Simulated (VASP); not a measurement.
A run of VASP 6.6.1 is set up as follows.

The input INCAR:

```
ALGO     = Normal         # electronic algorithm
EDIFF    = 1E-6           # SCF threshold, eV
ENCUT    = 520            # plane-wave cutoff, eV
GGA      = PE             # functional
ISIF     = 2              # what is computed and relaxed
ISMEAR   = 0              # smearing method
LASPH    = True           # aspherical terms in the spheres
LCHARG   = False          # write CHGCAR
LREAL    = False          # projectors in reciprocal space
LWAVE    = False          # write WAVECAR
NBANDS   = 15             # bands
NELM     = 60             # most SCF steps
PREC     = Accurate       # precision mode
SIGMA    = 0.05           # smearing width, eV
```

Contents of KPOINTS:

```
k-points
0
Gamma
  8 8 8
```

Contents of POSCAR:

```
CaO
1.0
    0.0183675000      2.4490000000      2.4490000000
    2.4490000000      0.0183675000      2.4490000000
    2.4673675000      2.4673675000      0.0000000000
Ca O
1 1
Direct
    0.0000000000      0.0000000000      0.0000000000
    0.5000000000      0.5000000000      0.5000000000
```

Potentials or basis: VASP PAW PBE potentials, release 64 (Ca_sv, O).

The run is started by

```console
$ cat potpaw_PBE.64/Ca_sv/POTCAR potpaw_PBE.64/O/POTCAR > POTCAR
$ mpirun -np 1 vasp_std > vasp.out
```

Problem. What does it give for the pressure?

Solution. -3.6 GPa.

Problem. Estimate the band gap on the k mesh.

Solution. 3.62 eV, indirect (least direct gap 3.99 eV).

Stress tensor (GPa, compression positive):
```
-3.55 -1.11  0.00
-1.11 -3.55  0.00
 0.00  0.00 -3.57
```

Caveat: the cell differs from its parent crystal (strain +0.0150 x Voigt [0, 0, 0, 0, 0, 1]). A k mesh can miss the band edges.
